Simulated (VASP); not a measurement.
# Al (Fm-3m) in VASP: notebook

The runs below take Al through single point, relaxation of cell and atoms, with r2SCAN+D3(BJ), r2SCAN.

All numbers are computed with VASP 6.6.1; they aren't measurements. Logs are shortened: lines on timing, memory, paths and dates and some standing lists are left out, and cuts for length are marked.

## Step 1: The cell of the first run

The structure is cubic, space group Fm-3m (No. 225). The conventional cell has a = 3.971 Å, b = 3.971 Å, c = 3.971 Å, α = 90.00°, β = 90.00°, γ = 90.00°. Within 3.7 Å of Al (site symmetry m-3m) lie 12 Al at 2.81 Å.

## Step 2: Single point, r2SCAN+D3(BJ)

POSCAR reads:

```
Al
1.0
    0.0000000000      1.9856742772      1.9856742772
    1.9856742772      0.0000000000      1.9856742772
    1.9856742772      1.9856742772      0.0000000000
Al
1
Direct
    0.0000000000      0.0000000000      0.0000000000
```

INCAR.step1 reads:

```
PREC = Accurate
ENCUT = 520
ISMEAR = -1
SIGMA = 0.05
LREAL = False
LASPH = True
NELM = 80
NBANDS = 8
GGA = PE
ALGO = Normal
EDIFF = 1E-4
LWAVE = True
LCHARG = False
```

INCAR.step2 reads:

```
PREC = Accurate
ENCUT = 520
EDIFF = 1E-6
ISMEAR = -1
SIGMA = 0.05
LREAL = False
LASPH = True
NELM = 80
ALGO = Normal
ISIF = 2
LWAVE = False
LCHARG = True
METAGGA = R2SCAN
LMIXTAU = True
IVDW = 12
VDW_S6 = 1.0
VDW_S8 = 0.78981345
VDW_A1 = 0.49484001
VDW_A2 = 5.73083694
LELF = True
LVHAR = True
NBANDS = 8
ISTART = 1
```

KPOINTS reads:

```
Automatic mesh
0
Gamma
  11 11 11
```

Potentials or basis: VASP PAW PBE potentials, release 64 (Al).

Started as:

```sh
cat potpaw_PBE.64/Al/POTCAR > POTCAR
cp INCAR.step1 INCAR
mpirun -np 1 vasp_std > vasp.out
cp INCAR.step2 INCAR
mpirun -np 1 vasp_std > vasp.out
```

OUTCAR:

```text
PREC = Accurate
   ENCUT = 520
   EDIFF = 1E-6
   ISMEAR = -1
   LREAL = False
   LASPH = True
   NELM = 80
   ISIF = 2
   METAGGA = R2SCAN
   IVDW = 12
   ISTART = 1
 IVDW          = 12

 ion  position               nearest neighbor table
   1  0.000  0.000  0.000-

  LATTYP: Found a face centered cubic cell.
 ALAT       =     3.9713485544

  Lattice vectors:

 A1 = (   0.0000000000,   1.9856742772,   1.9856742772)
 A2 = (   1.9856742772,   0.0000000000,   1.9856742772)
 A3 = (   1.9856742772,   1.9856742772,   0.0000000000)

Analysis of symmetry for initial positions (statically):
=====================================================================
 Subroutine PRICEL returns:
 Original cell was already a primitive cell.

 Routine SETGRP: Setting up the symmetry group for a
 face centered cubic supercell.

 Subroutine GETGRP returns: Found 48 space group operations
[... 9 lines left out ...]

 Routine SETGRP: Setting up the symmetry group for a
 face centered cubic supercell.

 Subroutine GETGRP returns: Found 48 space group operations
 (whereof 48 operations were pure point group operations)
 out of a pool of 48 trial point group operations.

The dynamic configuration has the point symmetry O_h .

 Subroutine INISYM returns: Found 48 space group operations
 (whereof 48 operations are pure point group operations),
 and found     1 'primitive' translations

----------------------------------------------------------------------------------------

                                     Primitive cell

  volume of cell :      15.6586

  direct lattice vectors                    reciprocal lattice vectors
     0.000000000  1.985674277  1.985674277    -0.251803635  0.251803635  0.251803635
     1.985674277  0.000000000  1.985674277     0.251803635 -0.251803635  0.251803635
     1.985674277  1.985674277  0.000000000     0.251803635  0.251803635 -0.251803635

  length of vectors
     2.808167493  2.808167493  2.808167493     0.436136689  0.436136689  0.436136689

  position of ions in fractional coordinates (direct lattice)
     0.000000000  0.000000000  0.000000000

  ion indices of the primitive-cell ions
   primitive index   ion index
                 1           1

----------------------------------------------------------------------------------------

 KPOINTS: Automatic mesh

Automatic generation of k-mesh.
 Grid dimensions read from file:
 generate k-points for:   11   11   11

 Generating k-lattice:

  Cartesian coordinates                     Fractional coordinates (reciprocal lattice)
    -0.022891240  0.022891240  0.022891240     0.090909091  0.000000000  0.000000000
     0.022891240 -0.022891240  0.022891240     0.000000000  0.090909091  0.000000000
     0.022891240  0.022891240 -0.022891240     0.000000000  0.000000000  0.090909091

  Length of vectors
     0.039648790  0.039648790  0.039648790

  Shift w.r.t. Gamma in fractional coordinates (k-lattice)
     0.000000000  0.000000000  0.000000000

 Subroutine IBZKPT returns following result:
 ===========================================

 Found     56 irreducible k-points:

 Following reciprocal coordinates:
            Coordinates               Weight
  0.000000  0.000000  0.000000      1.000000
  0.090909  0.000000  0.000000      8.000000
  0.181818  0.000000  0.000000      8.000000
  0.272727  0.000000  0.000000      8.000000
  0.363636  0.000000  0.000000      8.000000
  0.454545  0.000000  0.000000      8.000000
[... 16 lines left out ...]
 -0.272727  0.181818  0.000000     24.000000
 -0.181818  0.181818  0.000000     12.000000
 [... further k-points ...]
   k-points           NKPTS =     56   k-points in BZ     NKDIM =     56   number of bands    NBANDS=      8
   number of dos      NEDOS =    301   number of ions     NIONS =      1
   total plane-waves  NPLWV =  13824
   dimension x,y,z NGX =    24 NGY =   24 NGZ =   24
   dimension x,y,z NGXF=    48 NGYF=   48 NGZF=   48
   ions per type =               1
   NGX,Y,Z   is equivalent  to a cutoff of  14.21, 14.21, 14.21 a.u.
   NGXF,Y,Z  is equivalent  to a cutoff of  28.42, 28.42, 28.42 a.u.
 SYSTEM =  unknown system
   PREC   = accura    normal or accurate (medium, high low for compatibility)
   ISTART =      1    job   : 0-new  1-cont  2-samecut
   ICHARG =      0    charge: 1-file 2-atom 10-const
   ISPIN  =      1    spin polarized calculation?
   LNONCOLLINEAR =      F non collinear calculations
   LSORBIT =      F    spin-orbit coupling
   LASPH  =      T    aspherical Exc in radial PAW
   ENCUT  =  520.0 eV  38.22 Ry    6.18 a.u.   5.22  5.22  5.22*2*pi/ulx,y,z
   NELM   =     80;   NELMIN=  2; NELMDL=  0     # of ELM steps
   EDIFF  = 0.1E-05   stopping-criterion for ELM
   LREAL  =      F    real-space projection
   EDIFFG = 0.1E-04   stopping-criterion for IOM
   NSW    =      0    number of steps for IOM
   IBRION =     -1    ionic relax: 0-MD 1-quasi-New 2-CG
   NFREE  =      0    steps in history (QN), initial steepest desc. (CG)
   ISIF   =      2    stress and relaxation
   ISYM   =      2    0-nonsym 1-usesym 2-fastsym
   POTIM  = 0.5000    time-step for ionic-motion
   TEBEG  =    0.0;   TEEND  =   0.0 temperature during run
   PSTRESS=    0.0 pullay stress
   NELECT =       3.0000    total number of electrons
   NUPDOWN=      -1.0000    fix difference up-down
   EMIN   =  10.00;   EMAX   =-10.00  energy-range for DOS
   EFERMI =   0.00;   METHOD = LEGACY
   ISMEAR =    -1;   SIGMA  =   0.05  broadening in eV -4-tet -1-fermi 0-gaus
   EFERMI_NEDOS =   21; number of points for ismear=-14 and -15
   IALGO  =     38    algorithm
   IMIX   =      4    mixing-type and parameters
     AMIX     =   0.40;   BMIX     =  1.00
     AMIX_MAG =   1.60;   BMIX_MAG =  1.00
  volume/ion in A,a.u.               =      15.66       105.67
  Fermi-wavevector in a.u.,A,eV,Ry     =   0.943765  1.783457 12.118608  0.890693
  Thomas-Fermi vector in A             =   2.071504
   LORBIT       =      0    0 simple, 1 ext, 2 COOP (PROOUT), +10 PAW based schemes
   METAGGA = R2SCAN    functional components
   LHFCALC =     F    Hartree Fock is set to
   AEXX    =    0.0000 exact exchange contribution
   IVDW    =    12    specifies the selected vdW correction
   LEPSILON=     F    determine dielectric tensor
   LRPA    =     F    only Hartree local field effects (RPA)
 non-spin polarized calculation
  energy-cutoff  :      520.00
  volume of cell :       15.66
 maximum number of plane-waves:       440
 NGX is ok and might be reduce to    24
   NGX = 11   NGY = 11   NGZ = 11

 number of electron       3.0000000 magnetization

 Free energy of the ion-electron system (eV)
  ---------------------------------------------------
  ext. energy  EPLUGINS =         0.00000000
  ---------------------------------------------------
  free energy    TOTEN  =        -6.74543978 eV

  energy without entropy =       -6.74182750  energy(sigma->0) =       -6.74363364

 E-fermi :   8.5697     XC(G=0): -11.1034

 val. band max:        8.5464121713   @ k =  -0.3636   0.3636   0.0000
 cond. band min:       8.6098952507   @ k =   0.4545   0.1818   0.0909
 fundamental gap:      0.0634830794
 Fermi energy:         8.5697407561

 k-point     1 :       0.0000    0.0000    0.0000
  band No.  band energies     occupation
      1      -3.6434      2.00000
      2      22.1966      0.00000
      3      22.1966      0.00000
      4      22.1966      0.00000
      5      24.5295      0.00000
      6      24.5295      0.00000
      7      24.5295      0.00000
      8      26.3181      0.00000

 k-point     2 :       0.0909    0.0000    0.0000
  band No.  band energies     occupation
      1      -3.3965      2.00000
      2      19.1614      0.00000
      3      21.6564      0.00000
      4      21.6564      0.00000
      5      24.9636      0.00000
      6      25.4611      0.00000
      7      25.4611      0.00000
      8      28.5301      0.00000

 k-point     3 :       0.1818    0.0000    0.0000
  band No.  band energies     occupation
      1      -2.6585      2.00000
      2      15.1838      0.00000
      3      20.9370      0.00000
      4      20.9370      0.00000
      5      24.6184      0.00000
      6      26.2253      0.00000
      7      26.2253      0.00000
      8      27.6215      0.00000

 k-point     4 :       0.2727    0.0000    0.0000
  band No.  band energies     occupation
      1      -1.4373      2.00000
      2      11.4339      0.00000
      3      20.5160      0.00000
      4      20.5160      0.00000
      5      24.3397      0.00000
      6      24.4004      0.00000
      7      24.4004      0.00000
      8      28.7889      0.00000

 k-point     5 :       0.3636    0.0000    0.0000
  band No.  band energies     occupation
      1       0.2535      2.00000
      2       8.0344      1.99996
      3      20.4653      0.00000
      4      20.4653      0.00000
      5      22.8451      0.00000
      6      22.8451      0.00000
      7      24.3720      0.00000
      8      27.1934      0.00000

 k-point     6 :       0.4545    0.0000    0.0000
  band No.  band energies     occupation
      1       2.3828      2.00000
      2       5.0464      2.00000
      3      20.7660      0.00000
      4      20.7660      0.00000
      5      21.7300      0.00000
      6      21.7300      0.00000
      7      24.7364      0.00000
      8      26.0001      0.00000

 k-point     7 :       0.0909    0.0909    0.0000
  band No.  band energies     occupation
      1      -3.3143      2.00000
      2      20.3518      0.00000
      3      20.3518      0.00000
      4      20.3909      0.00000
      5      23.7847      0.00000
      6      26.4850      0.00000
      7      26.8605      0.00000
      8      26.8605      0.00000

 k-point     8 :       0.1818    0.0909    0.0000
  band No.  band energies     occupation
      1      -2.7403      2.00000
      2      16.6143      0.00000
      3      19.3704      0.00000
      4      20.7063      0.00000
      5      24.0768      0.00000
      6      24.2799      0.00000
      7      27.1363      0.00000
      8      28.4091      0.00000

 k-point     9 :       0.2727    0.0909    0.0000
  band No.  band energies     occupation
      1      -1.6807      2.00000
      2      12.8206      0.00000
      3      18.7768      0.00000
      4      20.3583      0.00000
      5      21.9947      0.00000
      6      26.2492      0.00000
      7      26.9518      0.00000
      8      27.1421      0.00000

 k-point    10 :       0.3636    0.0909    0.0000
  band No.  band energies     occupation
      1      -0.1471      2.00000
      2       9.3174      0.00000
      3      18.5862      0.00000
      4      19.8046      0.00000
      5      20.6726      0.00000
      6      25.5317      0.00000
      7      26.8186      0.00000
      8      28.4994      0.00000
[... 78 lines left out ...]
 k-point    18 :       0.2727    0.1818    0.0000
  band No.  band energies     occupation
      1      -1.4374      2.00000
      2      14.5327      0.00000
      3      17.4585      0.00000
      4      18.5481      0.00000
      5      19.2732      0.00000
      6      22.7564      0.00000
      7      30.0549      0.00000
      8      30.9468      0.00000

 k-point    19 :       0.3636    0.1818    0.0000
  band No.  band energies     occupation
      1      -0.0672      2.00000
      2      11.0043      0.00000
      3      16.9568      0.00000
      4      17.1222      0.00000
      5      18.9815      0.00000
      6      24.9424      0.00000
      7      28.5673      0.00000
      8      30.9914      0.00000

 k-point    20 :       0.4545    0.1818    0.0000
  band No.  band energies     occupation
      1       1.7618      2.00000
      2       7.7841      2.00000
      3      15.4719      0.00000
      4      17.2008      0.00000
      5      19.1375      0.00000
      6      27.2206      0.00000
      7      27.7075      0.00000
      8      30.8153      0.00000

 k-point    21 :      -0.4545    0.1818    0.0000
  band No.  band energies     occupation
      1       3.9568      2.00000
      2       5.0239      2.00000
      3      14.3952      0.00000
      4      17.6963      0.00000
      5      19.7075      0.00000
      6      26.2056      0.00000
      7      29.0997      0.00000
      8      31.4771      0.00000

 k-point    22 :      -0.3636    0.1818    0.0000
  band No.  band energies     occupation
      1       2.4694      2.00000
      2       6.7787      2.00000
      3      13.7673      0.00000
      4      18.6117      0.00000
      5      20.7109      0.00000
      6      25.5598      0.00000
      7      28.5597      0.00000
      8      31.6463      0.00000

 k-point    23 :      -0.2727    0.1818    0.0000
  band No.  band energies     occupation
      1       0.4933      2.00000
      2       9.8057      0.00000
      3      13.6487      0.00000
      4      19.9479      0.00000
      5      22.1267      0.00000
      6      25.2462      0.00000
      7      28.0616      0.00000
      8      28.6027      0.00000

 k-point    24 :      -0.1818    0.1818    0.0000
  band No.  band energies     occupation
      1      -1.0327      2.00000
      2      12.6767      0.00000
      3      14.5137      0.00000
      4      21.6985      0.00000
      5      23.8919      0.00000
      6      24.7468      0.00000
      7      26.4787      0.00000
      8      27.3872      0.00000

 [... further k-points ...]

------------------------ aborting loop because EDIFF is reached ----------------------------------------

 Edisp (eV)   -0.16802

 E8    (eV) :    -0.0596

  FORCE on cell =-STRESS in cart. coord.  units (eV):
  Direction    XX          YY          ZZ          XY          YZ          ZX
  --------------------------------------------------------------------------------------
  -------------------------------------------------------------------------------------
  Total      -0.03259    -0.03259    -0.03259    -0.00000    -0.00000     0.00000
  in kB      -3.33434    -3.33434    -3.33434    -0.00000    -0.00000     0.00000
  external pressure =       -3.33 kB  Pullay stress =        0.00 kB

 VOLUME and BASIS-vectors are now :
 -----------------------------------------------------------------------------
  energy-cutoff  :      520.00
  volume of cell :       15.66
      direct lattice vectors                 reciprocal lattice vectors
     0.000000000  1.985674277  1.985674277    -0.251803635  0.251803635  0.251803635
     1.985674277  0.000000000  1.985674277     0.251803635 -0.251803635  0.251803635
     1.985674277  1.985674277  0.000000000     0.251803635  0.251803635 -0.251803635

 POSITION                                       TOTAL-FORCE (eV/Angst)
 -----------------------------------------------------------------------------------
      0.00000      0.00000      0.00000         0.000000      0.000000      0.000000
 -----------------------------------------------------------------------------------
    total drift:                                0.000000     -0.000000     -0.000000

  FREE ENERGIE OF THE ION-ELECTRON SYSTEM (eV)
  ---------------------------------------------------
  free  energy   TOTEN  =        -6.9134600209 eV

  energy  without entropy=       -6.9098477389  energy(sigma->0) =       -6.91165388
```

It took 13 s on 1 thread of Intel Xeon 6975P-C (Granite Rapids), shared host; peak memory 0.14 GiB.

What came out:

```
Free energy                : -6.9135 eV
Pressure                   : -0.3 GPa
Dispersion energy per atom : -0.168 eV
```

Caveat: the PAW data sets were made with another functional, which shifts forces and pressure a little; pairwise dispersion overbinds metals, which lowers pressure and volume.

(Part 1 of 2 ends here.)
